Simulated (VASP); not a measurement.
# ZnCu (P4/mmm) in VASP: single point with PBEsol

Aim: the single point of ZnCu with PBEsol.

Everything below comes from runs of VASP 6.6.1. Logs are shortened: lines on timing, memory, paths and dates and some standing lists are left out, and cuts for length are marked.

## (1) The cell of the first run

It takes space group P4/mmm (No. 123, tetragonal). Conventional cell: a = 2.624 Å, b = 2.624 Å, c = 3.710 Å, α = 90.00°, β = 90.00°, γ = 90.00°. Within 3.5 Å of Zn (site symmetry 4/mmm) lie 8 Cu at 2.62 Å and 4 Zn at 2.62 Å. Within 3.5 Å of Cu (site symmetry 4/mmm) lie 8 Zn at 2.62 Å and 4 Cu at 2.62 Å.

## (2) Single point, PBEsol

INCAR reads:

```
  PREC = Accurate
  ENCUT = 520
  EDIFF = 1E-6
  ISMEAR = 0
  SIGMA = 0.15
  LREAL = False
  LASPH = True
  NELM = 60
  ALGO = Fast
  ISIF = 2
  LWAVE = False
  LCHARG = True
  GGA = PS
  LELF = True
  LVHAR = True
  NBANDS = 18
```

KPOINTS reads:

```
Automatic mesh
0
Gamma
  18 18 18
```

POSCAR reads:

```
ZnCu
1.0
    2.6238288076      0.0000000000      0.0000000000
    0.0000000000      2.6238288076      0.0000000000
    0.0000000000      0.0000000000      3.7100939339
Zn Cu
1 1
Direct
    0.5000000000      0.5000000000      0.5000000000
    0.0000000000      0.0000000000      0.0000000000
```

Potentials or basis: VASP PAW PBE potentials, release 64 (Zn, Cu).

Launch:

```
$ cat potpaw_PBE.64/Zn/POTCAR potpaw_PBE.64/Cu/POTCAR > POTCAR
$ mpirun -np 1 vasp_std > vasp.out
```

OUTCAR:

```text
PREC = Accurate
   ENCUT = 520
   EDIFF = 1E-6
   ISMEAR = 0
   LREAL = False
   LASPH = True
   NELM = 60
   ISIF = 2
   GGA = PS

 ion  position               nearest neighbor table
   1  0.500  0.500  0.500-   2 2.62   2 2.62   2 2.62   2 2.62   2 2.62   2 2.62   2 2.62   2 2.62

   2  0.000  0.000  0.000-   1 2.62   1 2.62   1 2.62   1 2.62   1 2.62   1 2.62   1 2.62   1 2.62

  LATTYP: Found a simple tetragonal cell.
 ALAT       =     2.6238288076
 C/A-ratio  =     1.4140000000

  Lattice vectors:

 A1 = (   2.6238288076,   0.0000000000,   0.0000000000)
 A2 = (   0.0000000000,   2.6238288076,   0.0000000000)
 A3 = (   0.0000000000,   0.0000000000,   3.7100939339)

Analysis of symmetry for initial positions (statically):
=====================================================================
 Subroutine PRICEL returns:
 Original cell was already a primitive cell.

 Routine SETGRP: Setting up the symmetry group for a
 simple tetragonal supercell.

 Subroutine GETGRP returns: Found 16 space group operations
 (whereof 16 operations were pure point group operations)
 out of a pool of 16 trial point group operations.

The static configuration has the point symmetry D_4h.

Analysis of symmetry for dynamics (positions and initial velocities):
=====================================================================
 Subroutine PRICEL returns:
 Original cell was already a primitive cell.

 Routine SETGRP: Setting up the symmetry group for a
 simple tetragonal supercell.

 Subroutine GETGRP returns: Found 16 space group operations
 (whereof 16 operations were pure point group operations)
 out of a pool of 16 trial point group operations.

The dynamic configuration has the point symmetry D_4h.

 Subroutine INISYM returns: Found 16 space group operations
 (whereof 16 operations are pure point group operations),
 and found     1 'primitive' translations

----------------------------------------------------------------------------------------

                                     Primitive cell

  volume of cell :      25.5421

  direct lattice vectors                    reciprocal lattice vectors
     2.623828808  0.000000000  0.000000000     0.381122426  0.000000000  0.000000000
     0.000000000  2.623828808  0.000000000     0.000000000  0.381122426  0.000000000
     0.000000000  0.000000000  3.710093934     0.000000000  0.000000000  0.269534955

  length of vectors
     2.623828808  2.623828808  3.710093934     0.381122426  0.381122426  0.269534955

  position of ions in fractional coordinates (direct lattice)
     0.500000000  0.500000000  0.500000000
     0.000000000  0.000000000  0.000000000

  ion indices of the primitive-cell ions
   primitive index   ion index
                 1           1
                 2           2

----------------------------------------------------------------------------------------

 KPOINTS: Automatic mesh

Automatic generation of k-mesh.
 Grid dimensions read from file:
 generate k-points for:   18   18   18

 Generating k-lattice:

  Cartesian coordinates                     Fractional coordinates (reciprocal lattice)
     0.021173468  0.000000000  0.000000000     0.055555556  0.000000000  0.000000000
     0.000000000  0.021173468  0.000000000     0.000000000  0.055555556  0.000000000
     0.000000000  0.000000000  0.014974164     0.000000000  0.000000000  0.055555556

  Length of vectors
     0.021173468  0.021173468  0.014974164

  Shift w.r.t. Gamma in fractional coordinates (k-lattice)
     0.000000000  0.000000000  0.000000000

 Subroutine IBZKPT returns following result:
 ===========================================

 Found    550 irreducible k-points:

 Following reciprocal coordinates:
            Coordinates               Weight
  0.000000  0.000000  0.000000      1.000000
  0.055556  0.000000  0.000000      4.000000
  0.111111  0.000000  0.000000      4.000000
  0.166667  0.000000  0.000000      4.000000
  0.222222  0.000000  0.000000      4.000000
  0.277778  0.000000  0.000000      4.000000
[... 16 lines left out ...]
  0.277778  0.111111  0.000000      8.000000
  0.333333  0.111111  0.000000      8.000000
 [... further k-points ...]
   k-points           NKPTS =    550   k-points in BZ     NKDIM =    550   number of bands    NBANDS=     18
   number of dos      NEDOS =    301   number of ions     NIONS =      2
   total plane-waves  NPLWV =  11200
   dimension x,y,z NGX =    20 NGY =   20 NGZ =   28
   dimension x,y,z NGXF=    40 NGYF=   40 NGZF=   56
   ions per type =               1   1
   NGX,Y,Z   is equivalent  to a cutoff of  12.67, 12.67, 12.55 a.u.
   NGXF,Y,Z  is equivalent  to a cutoff of  25.34, 25.34, 25.09 a.u.
 SYSTEM =  unknown system
   PREC   = accura    normal or accurate (medium, high low for compatibility)
   ISTART =      0    job   : 0-new  1-cont  2-samecut
   ICHARG =      2    charge: 1-file 2-atom 10-const
   ISPIN  =      1    spin polarized calculation?
   LNONCOLLINEAR =      F non collinear calculations
   LSORBIT =      F    spin-orbit coupling
   LASPH  =      T    aspherical Exc in radial PAW
   ENCUT  =  520.0 eV  38.22 Ry    6.18 a.u.   4.88  4.88  6.90*2*pi/ulx,y,z
   NELM   =     60;   NELMIN=  2; NELMDL= -5     # of ELM steps
   EDIFF  = 0.1E-05   stopping-criterion for ELM
   LREAL  =      F    real-space projection
   EDIFFG = 0.1E-04   stopping-criterion for IOM
   NSW    =      0    number of steps for IOM
   IBRION =     -1    ionic relax: 0-MD 1-quasi-New 2-CG
   NFREE  =      0    steps in history (QN), initial steepest desc. (CG)
   ISIF   =      2    stress and relaxation
   ISYM   =      2    0-nonsym 1-usesym 2-fastsym
   POTIM  = 0.5000    time-step for ionic-motion
   TEBEG  =    0.0;   TEEND  =   0.0 temperature during run
   PSTRESS=    0.0 pullay stress
   NELECT =      23.0000    total number of electrons
   NUPDOWN=      -1.0000    fix difference up-down
   EMIN   =  10.00;   EMAX   =-10.00  energy-range for DOS
   EFERMI =   0.00;   METHOD = LEGACY
   ISMEAR =     0;   SIGMA  =   0.15  broadening in eV -4-tet -1-fermi 0-gaus
   EFERMI_NEDOS =   21; number of points for ismear=-14 and -15
   IALGO  =     68    algorithm
   IMIX   =      4    mixing-type and parameters
     AMIX     =   0.40;   BMIX     =  1.00
     AMIX_MAG =   1.60;   BMIX_MAG =  1.00
  volume/ion in A,a.u.               =      12.77        86.18
  Fermi-wavevector in a.u.,A,eV,Ry     =   1.580880  2.987429 34.003415  2.499180
  Thomas-Fermi vector in A             =   2.681040
   LORBIT       =      0    0 simple, 1 ext, 2 COOP (PROOUT), +10 PAW based schemes
   GGA     = PS    functional components
   LHFCALC =     F    Hartree Fock is set to
   AEXX    =    0.0000 exact exchange contribution
   IVDW    =     0    specifies the selected vdW correction
   LEPSILON=     F    determine dielectric tensor
   LRPA    =     F    only Hartree local field effects (RPA)
 non-spin polarized calculation
 RMM-DIIS sequential band-by-band and
 Gauss-broadening in eV      SIGMA  =   0.15
  energy-cutoff  :      520.00
  volume of cell :       25.54
 maximum number of plane-waves:       720
 NGX is ok and might be reduce to    20
   NGX =  9   NGY =  9   NGZ = 13

 number of electron      23.0000042 magnetization

 Free energy of the ion-electron system (eV)
  ---------------------------------------------------
  ext. energy  EPLUGINS =         0.00000000
  ---------------------------------------------------
  free energy    TOTEN  =        -6.06902996 eV

  energy without entropy =       -6.06213656  energy(sigma->0) =       -6.06558326

 E-fermi :   5.3926     XC(G=0): -12.5647

 val. band max:        5.3825280375   @ k =   0.3889   0.0556   0.1667
 cond. band min:       5.3934241222   @ k =   0.5000   0.2222   0.4444
 fundamental gap:      0.0108960847
 Fermi energy:         5.3926233612

 k-point     1 :       0.0000    0.0000    0.0000
  band No.  band energies     occupation
      1      -5.0449      2.00000
      2      -2.7332      2.00000
      3      -2.5933      2.00000
      4      -1.7821      2.00000
      5      -1.7821      2.00000
      6      -1.5469      2.00000
[... 10 lines left out ...]
     17      22.4353      0.00000
     18      26.4694      0.00000

 k-point     2 :       0.0556    0.0000    0.0000
  band No.  band energies     occupation
      1      -4.9740      2.00000
      2      -2.7183      2.00000
      3      -2.5770      2.00000
      4      -1.8017      2.00000
      5      -1.7789      2.00000
      6      -1.5578      2.00000
[... 10 lines left out ...]
     17      23.0083      0.00000
     18      25.8441      0.00000

 k-point     3 :       0.1111    0.0000    0.0000
  band No.  band energies     occupation
      1      -4.7633      2.00000
      2      -2.6779      2.00000
      3      -2.5258      2.00000
      4      -1.8571      2.00000
      5      -1.7696      2.00000
      6      -1.5889      2.00000
[... 10 lines left out ...]
     17      24.2079      0.00000
     18      24.7950      0.00000

 k-point     4 :       0.1667    0.0000    0.0000
  band No.  band energies     occupation
      1      -4.4194      2.00000
      2      -2.6215      2.00000
      3      -2.4364      2.00000
      4      -1.9400      2.00000
      5      -1.7552      2.00000
      6      -1.6362      2.00000
[... 375 lines left out ...]
      4      -2.0335      2.00000
      5      -1.8222      2.00000
      6      -1.7203      2.00000
[... 10 lines left out ...]
     17      21.2796      0.00000
     18      25.0447      0.00000

 k-point    23 :       0.2778    0.1111    0.0000
  band No.  band energies     occupation
      1      -3.1866      2.00000
      2      -2.3944      2.00000
      3      -2.1486      2.00000
      4      -2.1366      2.00000
      5      -1.8078      2.00000
      6      -1.7268      2.00000
[... 10 lines left out ...]
     17      19.6017      0.00000
     18      25.1660      0.00000

 k-point    24 :       0.3333    0.1111    0.0000
  band No.  band energies     occupation
      1      -2.7548      2.00000
      2      -2.2982      2.00000
      3      -2.2299      2.00000
      4      -2.0417      2.00000
      5      -1.7944      2.00000
      6      -1.5279      2.00000
[... 10 lines left out ...]
     17      18.0272      0.00000
     18      23.6034      0.00000

 [... further k-points ...]
[... 5 lines left out ...]
  --------------------------------------------------------------------------------------
  -------------------------------------------------------------------------------------
  Total       -0.5431953     -0.5431953     -0.8935524      0.0000000      0.0000000      0.0000000
  in kB      -34.0730228    -34.0730228    -56.0498846      0.0000000      0.0000000      0.0000000
  external PRESSURE =     -41.3986434 kB  Pullay stress =       0.0000000 kB

 VOLUME and BASIS-vectors are now :
 -----------------------------------------------------------------------------
  energy-cutoff  :      520.00
  volume of cell :       25.54
      direct lattice vectors                 reciprocal lattice vectors
     2.623828808  0.000000000  0.000000000     0.381122426  0.000000000  0.000000000
     0.000000000  2.623828808  0.000000000     0.000000000  0.381122426  0.000000000
     0.000000000  0.000000000  3.710093934     0.000000000  0.000000000  0.269534955

 POSITION                                       TOTAL-FORCE (eV/Angst)
 -----------------------------------------------------------------------------------
      1.31191      1.31191      1.85505         0.000000      0.000000      0.000000
      0.00000      0.00000      0.00000         0.000000      0.000000      0.000000
 -----------------------------------------------------------------------------------
    total drift:                               -0.000000      0.000000      0.000000

  FREE ENERGIE OF THE ION-ELECTRON SYSTEM (eV)
  ---------------------------------------------------
  free  energy   TOTEN  =        -6.0690299650 eV

  energy  without entropy=       -6.0621365615  energy(sigma->0) =       -6.06558326
```

Run time: 3.7 min. Hardware: 1 thread of Intel Xeon Platinum 8375C at 2.90GHz (Ice Lake), shared host; peak memory 0.36 GiB.

What came out:

```yaml
Free_energy: -6.0690 eV
Pressure: -4.1 GPa
Band_gap_on_the_k_mesh: zero (an odd number of electrons rules out a gap without spin polarisation)
```

Caveat: the cell stands under tension; the PAW data sets were made with another functional, which shifts forces and pressure a little.
